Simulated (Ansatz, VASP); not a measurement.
**Two plane-wave programs on Ru**

```
Ru
1.0
     2.70580    0.00000    0.00000
    -1.35290    2.34329    0.00000
     0.00000    0.00000    4.28190
Ru
2
Direct
  0.66667 0.33333 0.75000
  0.33333 0.66667 0.25000
```

Alike in both runs: task single point; functional r2SCAN; dispersion D3(BJ); k mesh 11 × 11 × 6; occupations fermi-dirac, width 0.05 eV; no spin polarisation.

```csv
,VASP,Ansatz
version,VASP 6.6.1,Ansatz 0.2.0
potentials or method,"VASP PAW PBE potentials, release 64 (Ru_sv)",Ansatz PAW
plane-wave cutoff (eV),660,500
valence electrons in the cell,32,32
```

VASP gave:

```
gap on the k mesh at the Fermi level (eV)                     : none
pressure (GPa)                                                : -5.4
traceless stress, the component that is largest in VASP (GPa) : -0.65
```

What did Ansatz give for the same quantities?

gap on the k mesh at the Fermi level (eV): none; pressure (GPa): -5.5; traceless stress, the component that is largest in VASP (GPa): -0.66.

VASP's potentials were made for PBE, not for r2SCAN. A gap of «none» marks a metal or a gap that the smearing closes.
